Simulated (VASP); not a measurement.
# SiO2 (P6_222) in VASP: a series of runs

SiO2 is run at these levels: PBE; tasks: single point.

Everything below comes from runs of VASP 6.6.1. Logs are shortened: lines on timing, memory, paths and dates and some standing lists are left out, and cuts for length are marked.

## (1) The cell of the first run

The structure is hexagonal, space group P6_222 (No. 180). The conventional cell has a = 5.061 Å, b = 5.061 Å, c = 5.541 Å, α = 90.00°, β = 90.00°, γ = 120.00°. Si (site symmetry 222) has 4 O at 1.61 Å within 2.1 Å. O (site symmetry 2) has 2 Si at 1.61 Å within 2.1 Å.

## (2) Single point, PBE

Input file INCAR:

```
PREC = Accurate
ENCUT = 520
EDIFF = 1E-6
ISMEAR = -1
SIGMA = 0.05
LREAL = F
LASPH = T
NELM = 100
ALGO = Normal
ISIF = 2
LWAVE = F
LCHARG = T
GGA = PE
LELF = T
LVHAR = T
NBANDS = 34
```

Input file KPOINTS:

```
Automatic mesh
0
Gamma
  6 6 5
```

Input file POSCAR:

```
SiO2
1.0
    5.0610887587      0.0000000000      0.0000000000
   -2.5305443793      4.3830314358      0.0000000000
    0.0000000000      0.0000000000      5.5405014100
Si O
3 6
Direct
    0.5000000000      0.0000000000      0.0000000000
    0.5000000000      0.5000000000      0.3333333333
    0.0000000000      0.5000000000      0.6666666667
    0.4172565700      0.2086282850      0.1666666667
    0.7913717150      0.2086282850      0.8333333333
    0.2086282850      0.4172565700      0.5000000000
    0.5827434300      0.7913717150      0.1666666667
    0.2086282850      0.7913717150      0.8333333333
    0.7913717150      0.5827434300      0.5000000000
```

Potentials or basis: VASP PAW PBE potentials, release 64 (Si, O).

Started as:

```
cat potpaw_PBE.64/Si/POTCAR potpaw_PBE.64/O/POTCAR > POTCAR
mpirun -np 1 vasp_std > vasp.out
```

OUTCAR:

```text
PREC = Accurate
   ENCUT = 520
   EDIFF = 1E-6
   ISMEAR = -1
   LREAL = F
   LASPH = T
   NELM = 100
   ISIF = 2
   GGA = PE

 ion  position               nearest neighbor table
   1  0.500  0.000  0.000-   4 1.61   7 1.61   5 1.61   8 1.61   2 3.13   2 3.13   3 3.13   3 3.13

   2  0.500  0.500  0.333-   4 1.61   7 1.61   6 1.61   9 1.61   1 3.13   1 3.13   3 3.13   3 3.13

   3  0.000  0.500  0.667-   5 1.61   8 1.61   6 1.61   9 1.61   1 3.13   1 3.13   2 3.13   2 3.13

   4  0.417  0.209  0.167-   2 1.61   1 1.61
   5  0.791  0.209  0.833-   3 1.61   1 1.61
   6  0.209  0.417  0.500-   3 1.61   2 1.61
   7  0.583  0.791  0.167-   2 1.61   1 1.61
   8  0.209  0.791  0.833-   3 1.61   1 1.61
   9  0.791  0.583  0.500-   3 1.61   2 1.61

  LATTYP: Found a hexagonal cell.
 ALAT       =     5.0610887587
 C/A-ratio  =     1.0947252013

  Lattice vectors:

 A1 = (   5.0610887587,   0.0000000000,   0.0000000000)
 A2 = (  -2.5305443793,   4.3830314358,   0.0000000000)
 A3 = (   0.0000000000,   0.0000000000,   5.5405014100)

Analysis of symmetry for initial positions (statically):
=====================================================================
 Subroutine PRICEL returns:
 Original cell was already a primitive cell.

 Routine SETGRP: Setting up the symmetry group for a
 hexagonal supercell.

 Subroutine GETGRP returns: Found 12 space group operations
 (whereof  4 operations were pure point group operations)
 out of a pool of 24 trial point group operations.

The static configuration has the point symmetry D_2 .
 The point group associated with its full space group is D_6 .

Analysis of symmetry for dynamics (positions and initial velocities):
=====================================================================
 Subroutine PRICEL returns:
 Original cell was already a primitive cell.

 Routine SETGRP: Setting up the symmetry group for a
 hexagonal supercell.

 Subroutine GETGRP returns: Found 12 space group operations
 (whereof  4 operations were pure point group operations)
 out of a pool of 24 trial point group operations.

The dynamic configuration has the point symmetry D_2 .
 The point group associated with its full space group is D_6 .

 Subroutine INISYM returns: Found 12 space group operations
 (whereof  4 operations are pure point group operations),
 and found     1 'primitive' translations

----------------------------------------------------------------------------------------

                                     Primitive cell

  volume of cell :     122.9045

  direct lattice vectors                    reciprocal lattice vectors
     5.061088759  0.000000000  0.000000000     0.197585944  0.114076298  0.000000000
    -2.530544379  4.383031436  0.000000000     0.000000000  0.228152596  0.000000000
     0.000000000  0.000000000  5.540501410     0.000000000  0.000000000  0.180489080

  length of vectors
     5.061088759  5.061088759  5.540501410     0.228152596  0.228152596  0.180489080

  position of ions in fractional coordinates (direct lattice)
     0.500000000  0.000000000  0.000000000
     0.500000000  0.500000000  0.333333333
     0.000000000  0.500000000  0.666666667
     0.417256570  0.208628285  0.166666667
     0.791371715  0.208628285  0.833333333
     0.208628285  0.417256570  0.500000000
     0.582743430  0.791371715  0.166666667
     0.208628285  0.791371715  0.833333333
     0.791371715  0.582743430  0.500000000

  ion indices of the primitive-cell ions
   primitive index   ion index
                 1           1
                 2           2
                 3           3
                 4           4
                 5           5
                 6           6
                 7           7
                 8           8
                 9           9

----------------------------------------------------------------------------------------

 KPOINTS: Automatic mesh

Automatic generation of k-mesh.
 Grid dimensions read from file:
 generate k-points for:    6    6    5

 Generating k-lattice:

  Cartesian coordinates                     Fractional coordinates (reciprocal lattice)
     0.032930991  0.019012716  0.000000000     0.166666667  0.000000000  0.000000000
     0.000000000  0.038025433  0.000000000     0.000000000  0.166666667  0.000000000
     0.000000000  0.000000000  0.036097816     0.000000000  0.000000000  0.200000000

  Length of vectors
     0.038025433  0.038025433  0.036097816

  Shift w.r.t. Gamma in fractional coordinates (k-lattice)
     0.000000000  0.000000000  0.000000000

 Subroutine IBZKPT returns following result:
 ===========================================

 Found     21 irreducible k-points:

 Following reciprocal coordinates:
            Coordinates               Weight
  0.000000  0.000000  0.000000      1.000000
  0.166667 -0.000000  0.000000      6.000000
  0.333333 -0.000000  0.000000      6.000000
  0.500000 -0.000000  0.000000      3.000000
  0.166667  0.166667  0.000000      6.000000
  0.333333  0.166667  0.000000     12.000000
[... 13 lines left out ...]
  0.333333  0.166667  0.400000     24.000000
  0.333333  0.333333  0.400000      4.000000
   k-points           NKPTS =     21   k-points in BZ     NKDIM =     21   number of bands    NBANDS=     34
   number of dos      NEDOS =    301   number of ions     NIONS =      9
   total plane-waves  NPLWV =  67200
   dimension x,y,z NGX =    40 NGY =   40 NGZ =   42
   dimension x,y,z NGXF=    80 NGYF=   80 NGZF=   84
   ions per type =               3   6
   NGX,Y,Z   is equivalent  to a cutoff of  13.14, 13.14, 12.60 a.u.
   NGXF,Y,Z  is equivalent  to a cutoff of  26.28, 26.28, 25.20 a.u.
 SYSTEM =  unknown system
   PREC   = accura    normal or accurate (medium, high low for compatibility)
   ISTART =      0    job   : 0-new  1-cont  2-samecut
   ICHARG =      2    charge: 1-file 2-atom 10-const
   ISPIN  =      1    spin polarized calculation?
   LNONCOLLINEAR =      F non collinear calculations
   LSORBIT =      F    spin-orbit coupling
   LASPH  =      T    aspherical Exc in radial PAW
   ENCUT  =  520.0 eV  38.22 Ry    6.18 a.u.   9.41  9.41 10.30*2*pi/ulx,y,z
   NELM   =    100;   NELMIN=  2; NELMDL= -5     # of ELM steps
   EDIFF  = 0.1E-05   stopping-criterion for ELM
   LREAL  =      F    real-space projection
   EDIFFG = 0.1E-04   stopping-criterion for IOM
   NSW    =      0    number of steps for IOM
   IBRION =     -1    ionic relax: 0-MD 1-quasi-New 2-CG
   NFREE  =      0    steps in history (QN), initial steepest desc. (CG)
   ISIF   =      2    stress and relaxation
   ISYM   =      2    0-nonsym 1-usesym 2-fastsym
   POTIM  = 0.5000    time-step for ionic-motion
   TEBEG  =    0.0;   TEEND  =   0.0 temperature during run
   PSTRESS=    0.0 pullay stress
   NELECT =      48.0000    total number of electrons
   NUPDOWN=      -1.0000    fix difference up-down
   EMIN   =  10.00;   EMAX   =-10.00  energy-range for DOS
   EFERMI =   0.00;   METHOD = LEGACY
   ISMEAR =    -1;   SIGMA  =   0.05  broadening in eV -4-tet -1-fermi 0-gaus
   EFERMI_NEDOS =   21; number of points for ismear=-14 and -15
   IALGO  =     38    algorithm
   IMIX   =      4    mixing-type and parameters
     AMIX     =   0.40;   BMIX     =  1.00
     AMIX_MAG =   1.60;   BMIX_MAG =  1.00
  volume/ion in A,a.u.               =      13.66        92.16
  Fermi-wavevector in a.u.,A,eV,Ry     =   1.196647  2.261335 19.483052  1.431964
  Thomas-Fermi vector in A             =   2.332582
   LORBIT       =      0    0 simple, 1 ext, 2 COOP (PROOUT), +10 PAW based schemes
   GGA     = PE    functional components
   LHFCALC =     F    Hartree Fock is set to
   AEXX    =    0.0000 exact exchange contribution
   IVDW    =     0    specifies the selected vdW correction
   LEPSILON=     F    determine dielectric tensor
   LRPA    =     F    only Hartree local field effects (RPA)
 non-spin polarized calculation
  energy-cutoff  :      520.00
  volume of cell :      122.90
 maximum number of plane-waves:      3331
 NGX is ok and might be reduce to    40
   NGX = 19   NGY = 19   NGZ = 21

 number of electron      47.9999976 magnetization

 Free energy of the ion-electron system (eV)
  ---------------------------------------------------
  ext. energy  EPLUGINS =         0.00000000
  ---------------------------------------------------
  free energy    TOTEN  =       -71.06836186 eV

  energy without entropy =      -71.06836186  energy(sigma->0) =      -71.06836186

 E-fermi :   1.6771     XC(G=0):  -8.7126

 val. band max:        0.5342122375   @ k =   0.0000   0.0000   0.4000
 cond. band min:       6.2467680822   @ k =   0.0000   0.0000   0.0000
 fundamental gap:      5.7125558447
 Fermi energy:         1.6771230983

 k-point     1 :       0.0000    0.0000    0.0000
  band No.  band energies     occupation
      1     -18.9083      2.00000
      2     -17.4484      2.00000
      3     -17.4484      2.00000
      4     -16.8526      2.00000
      5     -16.7993      2.00000
      6     -16.7993      2.00000
[... 26 lines left out ...]
     33      13.6765      0.00000
     34      13.6783      0.00000

 k-point     2 :       0.1667   -0.0000    0.0000
  band No.  band energies     occupation
      1     -18.8343      2.00000
      2     -17.5510      2.00000
      3     -17.4426      2.00000
      4     -16.8506      2.00000
      5     -16.8099      2.00000
      6     -16.8066      2.00000
[... 26 lines left out ...]
     33      13.4964      0.00000
     34      13.8534      0.00000
[... 664 lines left out ...]
     33      11.9905      0.00000
     34      12.1968      0.00000

 k-point    21 :       0.3333    0.3333    0.4000
  band No.  band energies     occupation
      1     -18.4028      2.00000
      2     -17.8631      2.00000
      3     -17.6597      2.00000
      4     -16.8610      2.00000
      5     -16.8337      2.00000
      6     -16.8222      2.00000
[... 26 lines left out ...]
     33      11.7847      0.00000
     34      11.8836      0.00000

------------------------ aborting loop because EDIFF is reached ----------------------------------------

  FORCE on cell =-STRESS in cart. coord.  units (eV):
  Direction    XX          YY          ZZ          XY          YZ          ZX
  --------------------------------------------------------------------------------------
  -------------------------------------------------------------------------------------
  Total        3.9117317      3.9117317      3.8923509      0.0000000      0.0000000     -0.0000000
  in kB       50.9931730     50.9931730     50.7405253      0.0000000      0.0000000     -0.0000000
  external PRESSURE =      50.9089571 kB  Pullay stress =       0.0000000 kB

 VOLUME and BASIS-vectors are now :
 -----------------------------------------------------------------------------
  energy-cutoff  :      520.00
  volume of cell :      122.90
      direct lattice vectors                 reciprocal lattice vectors
     5.061088759  0.000000000  0.000000000     0.197585944  0.114076298  0.000000000
    -2.530544379  4.383031436  0.000000000     0.000000000  0.228152596  0.000000000
     0.000000000  0.000000000  5.540501410     0.000000000  0.000000000  0.180489080

 POSITION                                       TOTAL-FORCE (eV/Angst)
 -----------------------------------------------------------------------------------
      2.53054      0.00000      0.00000        -0.000000      0.000000      0.000000
      1.26527      2.19152      1.84683        -0.000000      0.000000     -0.000000
     -1.26527      2.19152      3.69367        -0.000000      0.000000      0.000000
      1.58383      0.91442      0.92342        -0.205262     -0.118508      0.000000
      3.47726      0.91442      4.61708         0.205262     -0.118508      0.000000
      0.00000      1.82885      2.77025        -0.000000     -0.237016     -0.000000
      0.94671      3.46861      0.92342         0.205262      0.118508      0.000000
     -0.94671      3.46861      4.61708        -0.205262      0.118508      0.000000
      2.53054      2.55418      2.77025         0.000000      0.237016     -0.000000
 -----------------------------------------------------------------------------------
    total drift:                               -0.000000      0.000000      0.000001

  FREE ENERGIE OF THE ION-ELECTRON SYSTEM (eV)
  ---------------------------------------------------
  free  energy   TOTEN  =       -71.0683618577 eV

  energy  without entropy=      -71.0683618577  energy(sigma->0) =      -71.06836186
```

Run time: 2.1 min. Hardware: 1 thread of Intel Xeon Platinum 8488C (Sapphire Rapids), shared host; peak memory 0.26 GiB.

Results:

| Quantity | Value |
| --- | --- |
| Free energy | -71.0684 eV |
| Pressure | 5.1 GPa |
| Largest force | 0.237 eV/Å |
| Band gap on the k mesh | 5.71 eV (least direct gap 5.91 eV) |

Forces on the atoms (eV/Å):
```
Si   0.000  0.000  0.000
Si   0.000  0.000  0.000
Si   0.000  0.000  0.000
O   -0.205 -0.119  0.000
O    0.205 -0.119  0.000
O    0.000 -0.237  0.000
O    0.205  0.119  0.000
O   -0.205  0.119  0.000
O    0.000  0.237  0.000
```

Caveat: the cell stands under pressure; an odd mesh through Γ misses points on the zone boundary, where band edges can lie.

## (3) Single point, PBE

This run uses another cell than the first one, of 13.93 Å³/atom.

Input file INCAR:

```
SYSTEM = SiO2
ALGO = Normal
EDIFF = 1E-7
ENCUT = 520
GGA = PE
ISIF = 2
ISMEAR = -1
LASPH = .True.
LCHARG = .False.
LREAL = .False.
LWAVE = .False.
NBANDS = 34
NELM = 100
PREC = Accurate
SIGMA = 0.05
```

Input file KPOINTS:

```
k-points
0
Gamma
  6 6 5
  0 0 0
```

POSCAR: that of step 2 with these lines changed.

```diff
@@ -2,5 +2,5 @@
 1.0
-    5.0610887587      0.0000000000      0.0000000000
-   -2.5305443793      4.3830314358      0.0000000000
-    0.0000000000      0.0000000000      5.5405014100
+    5.0946068796      0.0000000000      0.0000000000
+   -2.5473034398      4.4120589800      0.0000000000
+    0.0000000000      0.0000000000      5.5771945417
 Si O
```

Potentials or basis: VASP PAW PBE potentials, release 64 (Si, O).

Started as:

```
cat potpaw_PBE.64/Si/POTCAR potpaw_PBE.64/O/POTCAR > POTCAR
mpirun -np 1 vasp_std > vasp.out
```

Run time: 2.2 min. Hardware: 1 thread of Intel Xeon Platinum 8488C (Sapphire Rapids), shared host; peak memory 0.26 GiB.

The run converged. Its results:

```
Free energy            : -71.1206 eV
Pressure               : 1.4 GPa
Largest force          : 0.085 eV/Å
Band gap on the k mesh : 5.59 eV (least direct gap 5.78 eV)
```

Forces in eV/Å, atoms in the order of the input:
```
Si   0.000  0.000  0.000
Si   0.000  0.000  0.000
Si   0.000  0.000  0.000
O   -0.073 -0.042  0.000
O    0.073 -0.042  0.000
O    0.000 -0.085  0.000
O    0.073  0.042  0.000
O   -0.073  0.042  0.000
O    0.000  0.085  0.000
```

Levels at points of the mesh, in eV from the valence-band top:
```tsv
k point	band 21	band 22	band 23	band 24	band 25	band 26	band 27	band 28
(0.00, 0.00, 0.00)	-0.97	-0.45	-0.45	-0.19	5.59	8.87	8.87	9.11
(0.50, 0.00, 0.00)	-1.13	-0.98	-0.35	-0.01	7.63	8.45	9.54	9.58
```

Caveat: an odd mesh through Γ misses points on the zone boundary, where band edges can lie.

## (4) Single point, PBE

This run uses another cell than the first one, of 14.20 Å³/atom.

Input file INCAR:

```
SYSTEM = SiO2
PREC = Accurate
ENCUT = 520
EDIFF = 1E-6
ISMEAR = -1
SIGMA = 0.05
LREAL = .False.
LASPH = .True.
NELM = 60
ALGO = Normal
ISIF = 2
LWAVE = .False.
LCHARG = .False.
GGA = PE
NBANDS = 34
```

Input file KPOINTS:

```
regular mesh
0
Gamma
  6 6 5
  0 0 0
```

POSCAR: that of step 3 with these lines changed.

```diff
@@ -2,5 +2,5 @@
 1.0
-    5.0946068796      0.0000000000      0.0000000000
-   -2.5473034398      4.4120589800      0.0000000000
-    0.0000000000      0.0000000000      5.5771945417
+    5.1276896694      0.0000000000      0.0000000000
+   -2.5638448347      4.4407095164      0.0000000000
+    0.0000000000      0.0000000000      5.6134111054
 Si O
```

Started as:

```
cat potpaw_PBE.64/Si/POTCAR potpaw_PBE.64/O/POTCAR > POTCAR
mpirun -np 1 vasp_std > vasp.out
```

Wall time 2.2 min (1 thread of Intel Xeon Platinum 8488C (Sapphire Rapids), shared host); peak memory 0.26 GiB.

It converged, with:

- Free energy: -71.1189 eV
- Pressure: -2.0 GPa
- Largest force: 0.055 eV/Å
- Band gap on the k mesh: 5.46 eV (least direct gap 5.65 eV)

Forces in eV/Å, atoms in the order of the input:
```
Si   0.000  0.000  0.000
Si   0.000  0.000  0.000
Si   0.000  0.000  0.000
O    0.048  0.027  0.000
O   -0.048  0.027  0.000
O    0.000  0.055  0.000
O   -0.048 -0.027  0.000
O    0.048 -0.027  0.000
O    0.000 -0.055  0.000
```

Stress tensor (GPa, compression positive):
```
-1.94  0.00  0.00
 0.00 -1.94  0.00
 0.00  0.00 -2.02
```

Levels at points of the mesh, in eV from the valence-band top:
```csv
k point,band 21,band 22,band 23,band 24,band 25,band 26,band 27,band 28
"(0.00, 0.00, 0.00)",-0.95,-0.44,-0.44,-0.19,5.46,8.77,8.77,8.99
"(0.50, 0.00, 0.00)",-1.11,-0.96,-0.34,-0.01,7.49,8.30,9.41,9.47
```

Caveat: an odd mesh through Γ misses points on the zone boundary, where band edges can lie.

## (5) Single point, PBE

This run uses another cell than the first one, of 14.48 Å³/atom.

Input file INCAR:

```
PREC = Accurate
ENCUT = 520
EDIFF = 1E-7
ISMEAR = -1
SIGMA = 0.05
LREAL = False
LASPH = True
NELM = 80
ALGO = Normal
ISIF = 2
LWAVE = False
LCHARG = False
GGA = PE
NBANDS = 34
```

Input file KPOINTS:

```
Automatic mesh
0
Gamma
  6 6 5
```

POSCAR: that of step 4 with these lines changed.

```diff
@@ -2,5 +2,5 @@
 1.0
-    5.1276896694      0.0000000000      0.0000000000
-   -2.5638448347      4.4407095164      0.0000000000
-    0.0000000000      0.0000000000      5.6134111054
+    5.1603509938      0.0000000000      0.0000000000
+   -2.5801754968      4.4689950530      0.0000000000
+    0.0000000000      0.0000000000      5.6491662803
 Si O
```

Started as:

```
cat potpaw_PBE.64/Si/POTCAR potpaw_PBE.64/O/POTCAR > POTCAR
mpirun -np 1 vasp_std > vasp.out
```

Run time: 2.4 min. Hardware: 1 thread of Intel Xeon Platinum 8488C (Sapphire Rapids), shared host; peak memory 0.26 GiB.

Results (log left out):

* Free energy: -71.0679 eV
* Pressure: -5.0 GPa
* Largest force: 0.184 eV/Å
* Band gap on the k mesh: 5.32 eV (least direct gap 5.50 eV)

Forces on the atoms (eV/Å):
```
Si   0.000  0.000  0.000
Si   0.000  0.000  0.000
Si   0.000  0.000  0.000
O    0.159  0.092  0.000
O   -0.159  0.092  0.000
O    0.000  0.184  0.000
O   -0.159 -0.092  0.000
O    0.159 -0.092  0.000
O    0.000 -0.184  0.000
```

Stress tensor (GPa, compression positive):
```
-4.98  0.00  0.00
 0.00 -4.98  0.00
 0.00  0.00 -5.08
```

Levels at points of the mesh, in eV from the valence-band top:
| k point | band 20 | band 21 | band 22 | band 23 | band 24 | band 25 | band 26 | band 27 | band 28 | band 29 |
| --- | --- | --- | --- | --- | --- | --- | --- | --- | --- | --- |
| (0.00, 0.00, 0.00) | -0.93 | -0.93 | -0.43 | -0.43 | -0.19 | 5.32 | 8.66 | 8.66 | 8.88 | 8.88 |
| (0.50, 0.00, 0.00) | -1.10 | -1.08 | -0.93 | -0.33 | -0.01 | 7.34 | 8.15 | 9.28 | 9.36 | 9.37 |

Caveat: the cell stands under tension; an odd mesh through Γ misses points on the zone boundary, where band edges can lie.

## (6) Summary

```tsv
cell	gap on the mesh (eV)	pressure (GPa)	largest force (eV/Å)
a = 5.061, b = 5.061, c = 5.541 Å, angles 90.0, 90.0, 120.0°, 9 atoms	5.71	5.1	0.24
a = 5.095, b = 5.095, c = 5.577 Å, angles 90.0, 90.0, 120.0°, 9 atoms	5.59	1.4	0.08
a = 5.128, b = 5.128, c = 5.613 Å, angles 90.0, 90.0, 120.0°, 9 atoms	5.46	-2.0	0.05
a = 5.160, b = 5.160, c = 5.649 Å, angles 90.0, 90.0, 120.0°, 9 atoms	5.32	-5.0	0.18
```

Alike in all rows: task single point; level PBE; potentials or basis VASP PAW PBE potentials, release 64 (Si, O); no spin polarisation; k mesh 6 × 6 × 5; cutoff (eV) 520; smearing fermi-dirac 0.05 eV.

Caveats: an odd mesh through Γ misses points on the zone boundary, where band edges can lie; the cell stands under pressure (at least some runs); the cell stands under tension (at least some runs).

Absolute energies hang on the potentials; compare differences alone.
